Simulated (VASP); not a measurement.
Input of a VASP 6.6.1 run:

Contents of POSCAR:

```
KI
1.0
    0.0000000000      3.5797280960      3.5797280960
    3.5797280960      0.0000000000      3.5797280960
    3.5797280960      3.5797280960      0.0000000000
K I
1 1
Direct
    0.0000000000      0.0000000000      0.0000000000
    0.5000000000      0.5000000000      0.5000000000
```

Contents of INCAR.step1:

```
SYSTEM = KI
PREC = Accurate
ENCUT = 520
EDIFF = 1E-5
ISMEAR = 0
SIGMA = 0.01
LREAL = .FALSE.
LASPH = .TRUE.
NELM = 60
ALGO = Normal
ISIF = 2
LWAVE = .TRUE.
LCHARG = .FALSE.
GGA = PE
NBANDS = 15
```

File INCAR.step2:

```
SYSTEM = KI
PREC = Accurate
ENCUT = 520
EDIFF = 1E-6
ISMEAR = 0
SIGMA = 0.01
LREAL = .FALSE.
LASPH = .TRUE.
NELM = 60
ALGO = Normal
ISIF = 2
LWAVE = .FALSE.
LCHARG = .FALSE.
GGA = PE
LHFCALC = .TRUE.
HFSCREEN = 0.2079
PRECFOCK = Normal
ISTART = 1
NBANDS = 15
```

KPOINTS

```
Automatic mesh
0
G
  4 4 4
  0 0 0
```

Potentials or basis: VASP PAW PBE potentials, release 64 (K_sv, I).

Launch:

```console
$ cat potpaw_PBE.64/K_sv/POTCAR potpaw_PBE.64/I/POTCAR > POTCAR
$ cp INCAR.step1 INCAR
$ mpirun -np 1 vasp_std > vasp.out
$ cp INCAR.step2 INCAR
$ mpirun -np 1 vasp_std > vasp.out
```

Q: Estimate the band gap on the k mesh.

A: 4.86 eV, direct.

Q: Estimate the pressure.

A: -0.1 GPa.

Caveat: the cell differs from its parent crystal (strain +1.0%); the PAW data sets were made with another functional, which shifts forces and pressure a little; spin-orbit coupling is left out, which moves the levels of the heavy elements.
